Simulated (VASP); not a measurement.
# Ba16H (a cell with a defect) in VASP: single point with PBE+D3(BJ)

Aim: the single point of Ba16H (a cell with a defect) with PBE+D3(BJ).

Everything below comes from runs of VASP 6.6.1. Logs are shortened: lines on timing, memory, paths and dates and some standing lists are left out, and cuts for length are marked.

## (1) The cell of the first run

The cell holds a defect, 17 atoms: a = 10.040 Å, b = 10.040 Å, c = 10.040 Å, α = 90.00°, β = 90.00°, γ = 90.00°.

## (2) Single point, PBE+D3(BJ)

INCAR

```
PREC = Accurate
ENCUT = 520
EDIFF = 1E-7
ISMEAR = -1
SIGMA = 0.05
LREAL = Auto
LASPH = True
NELM = 60
ALGO = Normal
ISIF = 2
LWAVE = False
LCHARG = False
GGA = PE
IVDW = 12
NBANDS = 94
```

KPOINTS

```
regular mesh
0
Gamma
  2 2 2
```

POSCAR

```
Ba16H
1.0
   10.0400000000      0.0000000000      0.0000000000
    0.0000000000     10.0400000000      0.0000000000
    0.0000000000      0.0000000000     10.0400000000
Ba H
16 1
Direct
   -0.0016126494     -0.0000250996     -0.0017847610
    0.4976695219     -0.0000250996     -0.0101068725
    0.0157422311      0.4999750000      0.0155936255
   -0.0098968127     -0.0000249004      0.4974995020
    0.2515940239      0.2489386454      0.2514000996
    0.4799505976      0.4999751992      0.0067438247
    0.5065666335     -0.0000250000      0.5064327689
    0.7423094622      0.2496902390      0.2450209163
    0.0069093625      0.4999749004      0.4797543825
    0.2515940239      0.7510114542      0.2514003984
    0.2451811753      0.2497299801      0.7421600598
    0.5021168327      0.4999750996      0.5019419323
    0.7423095618      0.7502597610      0.2450210159
    0.7530292829      0.2571735060      0.7528502988
    0.2451811753      0.7502200199      0.7421598606
    0.7530292829      0.7427764940      0.7528503984
    0.2048181275      0.4999755976      0.2046220120
```

Potentials or basis: VASP PAW PBE potentials, release 64 (Ba_sv, H).

Launch:

```console
$ cat potpaw_PBE.64/Ba_sv/POTCAR potpaw_PBE.64/H/POTCAR > POTCAR
$ mpirun -np 1 vasp_std > vasp.out
```

OUTCAR:

```text
PREC = Accurate
   ENCUT = 520
   EDIFF = 1E-7
   ISMEAR = -1
   LREAL = Auto
   LASPH = True
   NELM = 60
   ISIF = 2
   GGA = PE
   IVDW = 12
 IVDW          = 12

 ion  position               nearest neighbor table
   1  0.998  1.000  0.998-  16 4.34  14 4.34  13 4.36   8 4.36  11 4.36  15 4.36   5 4.38  10 4.38

   2  0.498  1.000  0.990-   8 4.35  13 4.35  15 4.35  11 4.35  16 4.35  14 4.35   5 4.39  10 4.39

   3  0.016  0.500  0.016-  17 2.68   5 4.19  10 4.19  11 4.38  15 4.38  13 4.38   8 4.38  16 4.46
                            14 4.46   9 4.66   6 4.66
   4  0.990  1.000  0.497-  11 4.35  15 4.35  13 4.35   8 4.35  14 4.35  16 4.35  10 4.39   5 4.39

   5  0.252  0.249  0.251-  17 2.61   3 4.19   6 4.20   9 4.20  12 4.36   1 4.38   2 4.39   4 4.39
                             7 4.40
   6  0.480  0.500  0.007-  10 4.20   5 4.20  15 4.35  11 4.35  13 4.36   8 4.36  16 4.47  14 4.47
                             3 4.66
   7  0.507  1.000  0.506-  15 4.33  11 4.33  13 4.33   8 4.33  14 4.35  16 4.35  10 4.40   5 4.40

   8  0.742  0.250  0.245-   7 4.33  12 4.33   2 4.35   4 4.35   9 4.35   6 4.36   1 4.36   3 4.38

   9  0.007  0.500  0.480-   5 4.20  10 4.20   8 4.35  13 4.35  15 4.36  11 4.36  14 4.47  16 4.47
                             3 4.66
  10  0.252  0.751  0.251-  17 2.61   3 4.19   6 4.20   9 4.20  12 4.36   1 4.38   2 4.39   4 4.39
                             7 4.40
  11  0.245  0.250  0.742-   7 4.33  12 4.33   4 4.35   2 4.35   6 4.35   9 4.36   1 4.36   3 4.38

  12  0.502  0.500  0.502-  16 4.32  14 4.32  15 4.33  11 4.33  13 4.33   8 4.33  10 4.36   5 4.36

  13  0.742  0.750  0.245-   7 4.33  12 4.33   2 4.35   4 4.35   9 4.35   6 4.36   1 4.36   3 4.38

  14  0.753  0.257  0.753-  12 4.32   1 4.34   2 4.35   4 4.35   7 4.35   3 4.46   6 4.47   9 4.47

  15  0.245  0.750  0.742-   7 4.33  12 4.33   4 4.35   2 4.35   6 4.35   9 4.36   1 4.36   3 4.38

  16  0.753  0.743  0.753-  12 4.32   1 4.34   2 4.35   4 4.35   7 4.35   3 4.46   6 4.47   9 4.47

  17  0.205  0.500  0.205-  10 2.61   5 2.61   3 2.68

  LATTYP: Found a simple cubic cell.
 ALAT       =    10.0400000000

  Lattice vectors:

 A1 = (  10.0400000000,   0.0000000000,   0.0000000000)
 A2 = (   0.0000000000,  10.0400000000,   0.0000000000)
 A3 = (   0.0000000000,   0.0000000000,  10.0400000000)

Analysis of symmetry for initial positions (statically):
=====================================================================
 Subroutine PRICEL returns:
 Original cell was already a primitive cell.

 Routine SETGRP: Setting up the symmetry group for a
 simple cubic supercell.

 Subroutine GETGRP returns: Found  2 space group operations
 (whereof  1 operations were pure point group operations)
 out of a pool of 48 trial point group operations.

The static configuration has the point symmetry C_1 .
 The point group associated with its full space group is C_1h.

Analysis of symmetry for dynamics (positions and initial velocities):
=====================================================================
 Subroutine PRICEL returns:
 Original cell was already a primitive cell.

 Routine SETGRP: Setting up the symmetry group for a
 simple cubic supercell.

 Subroutine GETGRP returns: Found  2 space group operations
 (whereof  1 operations were pure point group operations)
 out of a pool of 48 trial point group operations.

The dynamic configuration has the point symmetry C_1 .
 The point group associated with its full space group is C_1h.

 Subroutine INISYM returns: Found  2 space group operations
 (whereof  1 operations are pure point group operations),
 and found     1 'primitive' translations

----------------------------------------------------------------------------------------

                                     Primitive cell

  volume of cell :    1012.0481

  direct lattice vectors                    reciprocal lattice vectors
    10.040000000  0.000000000  0.000000000     0.099601594  0.000000000  0.000000000
     0.000000000 10.040000000  0.000000000     0.000000000  0.099601594  0.000000000
     0.000000000  0.000000000 10.040000000     0.000000000  0.000000000  0.099601594

  length of vectors
    10.040000000 10.040000000 10.040000000     0.099601594  0.099601594  0.099601594

  position of ions in fractional coordinates (direct lattice)
     0.998387351  0.999974900  0.998215239
     0.497669522  0.999974900  0.989893127
     0.015742231  0.499975000  0.015593626
     0.990103187  0.999975100  0.497499502
     0.251594024  0.248938645  0.251400100
     0.479950598  0.499975199  0.006743825
[... 9 lines left out ...]
     0.753029283  0.742776494  0.752850398
     0.204818127  0.499975598  0.204622012

  ion indices of the primitive-cell ions
   primitive index   ion index
                 1           1
                 2           2
                 3           3
                 4           4
                 5           5
                 6           6
[... 9 lines left out ...]
                16          16
                17          17

----------------------------------------------------------------------------------------

 KPOINTS: regular mesh

Automatic generation of k-mesh.
 Grid dimensions read from file:
 generate k-points for:    2    2    2

 Generating k-lattice:

  Cartesian coordinates                     Fractional coordinates (reciprocal lattice)
     0.049800797  0.000000000  0.000000000     0.500000000  0.000000000  0.000000000
     0.000000000  0.049800797  0.000000000     0.000000000  0.500000000  0.000000000
     0.000000000  0.000000000  0.049800797     0.000000000  0.000000000  0.500000000

  Length of vectors
     0.049800797  0.049800797  0.049800797

  Shift w.r.t. Gamma in fractional coordinates (k-lattice)
     0.000000000  0.000000000  0.000000000

 Subroutine IBZKPT returns following result:
 ===========================================

 Found      8 irreducible k-points:

 Following reciprocal coordinates:
            Coordinates               Weight
  0.000000  0.000000  0.000000      1.000000
  0.500000  0.000000  0.000000      1.000000
  0.000000  0.500000  0.000000      1.000000
  0.000000  0.000000  0.500000      1.000000
  0.500000  0.500000  0.000000      1.000000
  0.000000  0.500000  0.500000      1.000000
  0.500000  0.000000  0.500000      1.000000
  0.500000  0.500000  0.500000      1.000000
   k-points           NKPTS =      8   k-points in BZ     NKDIM =      8   number of bands    NBANDS=     94
   number of dos      NEDOS =    301   number of ions     NIONS =     17
   total plane-waves  NPLWV = 512000
   dimension x,y,z NGX =    80 NGY =   80 NGZ =   80
   dimension x,y,z NGXF=   160 NGYF=  160 NGZF=  160
   ions per type =              16   1
   NGX,Y,Z   is equivalent  to a cutoff of  13.25, 13.25, 13.25 a.u.
   NGXF,Y,Z  is equivalent  to a cutoff of  26.49, 26.49, 26.49 a.u.
 SYSTEM =  unknown system
   PREC   = accura    normal or accurate (medium, high low for compatibility)
   ISTART =      0    job   : 0-new  1-cont  2-samecut
   ICHARG =      2    charge: 1-file 2-atom 10-const
   ISPIN  =      1    spin polarized calculation?
   LNONCOLLINEAR =      F non collinear calculations
   LSORBIT =      F    spin-orbit coupling
   LASPH  =      T    aspherical Exc in radial PAW
   ENCUT  =  520.0 eV  38.22 Ry    6.18 a.u.  18.67 18.67 18.67*2*pi/ulx,y,z
   NELM   =     60;   NELMIN=  2; NELMDL= -5     # of ELM steps
   EDIFF  = 0.1E-06   stopping-criterion for ELM
   LREAL  =      T    real-space projection
   EDIFFG = 0.1E-05   stopping-criterion for IOM
   NSW    =      0    number of steps for IOM
   IBRION =     -1    ionic relax: 0-MD 1-quasi-New 2-CG
   NFREE  =      0    steps in history (QN), initial steepest desc. (CG)
   ISIF   =      2    stress and relaxation
   ISYM   =      2    0-nonsym 1-usesym 2-fastsym
   POTIM  = 0.5000    time-step for ionic-motion
   TEBEG  =    0.0;   TEEND  =   0.0 temperature during run
   PSTRESS=    0.0 pullay stress
   NELECT =     161.0000    total number of electrons
   NUPDOWN=      -1.0000    fix difference up-down
   EMIN   =  10.00;   EMAX   =-10.00  energy-range for DOS
   EFERMI =   0.00;   METHOD = LEGACY
   ISMEAR =    -1;   SIGMA  =   0.05  broadening in eV -4-tet -1-fermi 0-gaus
   EFERMI_NEDOS =   21; number of points for ismear=-14 and -15
   IALGO  =     38    algorithm
   IMIX   =      4    mixing-type and parameters
     AMIX     =   0.40;   BMIX     =  1.00
     AMIX_MAG =   1.60;   BMIX_MAG =  1.00
  volume/ion in A,a.u.               =      59.53       401.74
  Fermi-wavevector in a.u.,A,eV,Ry     =   0.887053  1.676288 10.705930  0.786864
  Thomas-Fermi vector in A             =   2.008301
   LORBIT       =      0    0 simple, 1 ext, 2 COOP (PROOUT), +10 PAW based schemes
   GGA     = PE    functional components
   LHFCALC =     F    Hartree Fock is set to
   AEXX    =    0.0000 exact exchange contribution
   IVDW    =    12    specifies the selected vdW correction
   LEPSILON=     F    determine dielectric tensor
   LRPA    =     F    only Hartree local field effects (RPA)
 non-spin polarized calculation
  energy-cutoff  :      520.00
  volume of cell :     1012.05
 maximum number of plane-waves:     27278
 NGX is ok and might be reduce to    80
   NGX = 37   NGY = 37   NGZ = 37

 number of electron     160.9999997 magnetization

 Free energy of the ion-electron system (eV)
  ---------------------------------------------------
  ext. energy  EPLUGINS =         0.00000000
  ---------------------------------------------------
  free energy    TOTEN  =       -34.49091030 eV

  energy without entropy =      -34.36990234  energy(sigma->0) =      -34.43040632

 E-fermi :   1.7430     XC(G=0):  -7.4097

 val. band max:        1.5674429684   @ k =   0.0000   0.0000   0.0000
 cond. band min:       1.7804493925   @ k =   0.5000   0.0000   0.5000
 fundamental gap:      0.2130064242
 Fermi energy:         1.7430450654

 k-point     1 :       0.0000    0.0000    0.0000
  band No.  band energies     occupation
      1     -27.2780      2.00000
      2     -27.2675      2.00000
      3     -27.2583      2.00000
      4     -27.2500      2.00000
      5     -27.2474      2.00000
      6     -27.2279      2.00000
[... 84 lines left out ...]
     91       2.3621      0.00001
     92       2.3707      0.00001

 k-point     2 :       0.5000    0.0000    0.0000
  band No.  band energies     occupation
      1     -27.2739      2.00000
      2     -27.2706      2.00000
      3     -27.2590      2.00000
      4     -27.2500      2.00000
      5     -27.2477      2.00000
      6     -27.2271      2.00000
[... 559 lines left out ...]
     91       2.1825      0.00030
     92       2.2142      0.00016

 k-point     8 :       0.5000    0.5000    0.5000
  band No.  band energies     occupation
      1     -27.2710      2.00000
      2     -27.2700      2.00000
      3     -27.2590      2.00000
      4     -27.2556      2.00000
      5     -27.2450      2.00000
      6     -27.2272      2.00000
[... 84 lines left out ...]
     91       2.1533      0.00055
     92       2.1619      0.00046
 [bands above 92 left out]

------------------------ aborting loop because EDIFF is reached ----------------------------------------

 Edisp (eV)   -3.23829

 E8    (eV) :    -1.8528

  FORCE on cell =-STRESS in cart. coord.  units (eV):
  Direction    XX          YY          ZZ          XY          YZ          ZX
  --------------------------------------------------------------------------------------
  -------------------------------------------------------------------------------------
  Total      -2.79686    -2.75529    -2.79624     0.00000     0.00000     0.49489
  in kB      -4.42771    -4.36190    -4.42673     0.00000     0.00000     0.78346
  external pressure =       -4.41 kB  Pullay stress =        0.00 kB

 VOLUME and BASIS-vectors are now :
 -----------------------------------------------------------------------------
  energy-cutoff  :      520.00
  volume of cell :     1012.05
      direct lattice vectors                 reciprocal lattice vectors
    10.040000000  0.000000000  0.000000000     0.099601594  0.000000000  0.000000000
     0.000000000 10.040000000  0.000000000     0.000000000  0.099601594  0.000000000
     0.000000000  0.000000000 10.040000000     0.000000000  0.000000000  0.099601594

 POSITION                                       TOTAL-FORCE (eV/Angst)
 -----------------------------------------------------------------------------------
     10.02381     10.03975     10.02208        -0.001248      0.000000     -0.001487
      4.99660     10.03975      9.93853        -0.000803      0.000000      0.002210
      0.15805      5.01975      0.15656        -0.022209      0.000000     -0.021428
      9.94064     10.03975      4.99490         0.001866      0.000000     -0.000807
      2.52600      2.49934      2.52406         0.005982     -0.028775      0.006120
      4.81870      5.01975      0.06771         0.007056      0.000000     -0.005347
[... 9 lines left out ...]
      7.56041      7.45748      7.55862         0.001401     -0.004555      0.001128
      2.05637      5.01975      2.05441         0.005501      0.000000      0.005481
 -----------------------------------------------------------------------------------
    total drift:                               -0.001356      0.057939      0.000361

  FREE ENERGIE OF THE ION-ELECTRON SYSTEM (eV)
  ---------------------------------------------------
  free  energy   TOTEN  =       -37.7292042398 eV

  energy  without entropy=      -37.6081962783  energy(sigma->0) =      -37.66870026
```

Run time: 18 min. Hardware: 1 thread of Intel Xeon Platinum 8488C (Sapphire Rapids), shared host; peak memory 1.2 GiB.

Results:

* Free energy: -37.7292 eV
* Pressure: -0.4 GPa
* Largest force: 0.031 eV/Å
* Band gap on the k mesh: zero (an odd number of electrons rules out a gap without spin polarisation)
* Dispersion energy per atom: -0.190 eV

Forces on the atoms (eV/Å):
```
Ba  -0.001  0.000 -0.001
Ba  -0.001  0.000  0.002
Ba  -0.022  0.000 -0.021
Ba   0.002  0.000 -0.001
Ba   0.006 -0.029  0.006
Ba   0.007  0.000 -0.005
Ba  -0.006  0.000 -0.006
Ba   0.003  0.004  0.002
Ba  -0.005  0.000  0.007
Ba   0.006  0.029  0.006
Ba   0.002  0.004  0.003
Ba  -0.004  0.000 -0.004
Ba   0.003 -0.004  0.002
Ba   0.001  0.005  0.001
Ba   0.002 -0.004  0.003
Ba   0.001 -0.005  0.001
H    0.006  0.000  0.005
```

Stress tensor (GPa, compression positive):
```
-0.44  0.00  0.08
 0.00 -0.44  0.00
 0.08  0.00 -0.44
```

Caveat: spin-orbit coupling is left out, which moves the levels of the heavy elements.

The gap in the log of VASP goes by the Fermi energy; the results here count the filled bands.